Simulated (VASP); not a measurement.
Runs of VASP 6.6.1 on Mg2Sn. The structure is that of space group Fm-3m (No. 225), or close to it. The cells are those of the table. 

```csv
level,potentials or basis,cell,k mesh,cutoff (eV),grid for exact exchange (PRECFOCK),share of exact exchange,screening parameter,gap on the mesh (eV),pressure (GPa)
HSE06,"VASP PAW PBE potentials, release 64 (Sn_d, Mg)","a = 4.971 Å, angles 60.0°, 3 atoms",4 × 4 × 4,520,Normal,0.25,0.2079 1/Å,none,(b)
r2SCAN,"VASP PAW PBE potentials, release 64 (Sn_d, Mg_sv)","a = 4.780 Å, angles 60.0°, 3 atoms",6 × 6 × 6,920,-,-,-,-,0.1
HSE06,"VASP PAW PBE potentials, release 64 (Sn_d, Mg)","a = 4.780 Å, angles 60.0°, 3 atoms",4 × 4 × 4,520,Normal,0.25,0.2079 1/Å,-,(a)
HSE06,"VASP PAW PBE potentials, release 64 (Sn_d, Mg)","a = 4.923 Å, angles 60.0°, 3 atoms",4 × 4 × 4,520,Normal,0.25,0.2079 1/Å,none,-3.3
HSE06,"VASP PAW PBE potentials, release 64 (Sn_d, Mg)","a = 4.876 Å, angles 60.0°, 3 atoms",4 × 4 × 4,520,Normal,0.25,0.2079 1/Å,-,-2.5
```

Alike in all rows: task single point; no spin polarisation; smearing fermi-dirac 0.02 eV.

Question: Estimate the missing entries.

Answer: (a) -0.1; (b) -4.1.

Caveats: some runs use coarse meshes; the structure was generated, so it needn't be the stable form of Mg2Sn; the PAW data sets were made with another functional, which shifts forces and pressure a little; spin-orbit coupling is left out, which moves the levels of the heavy elements.

A k mesh can miss the band edges, and the runs leave out spin-orbit coupling on Sn.

A gap of «none» marks levels without a gap at the run's occupations.

The runs don't all hold the same shells in valence.
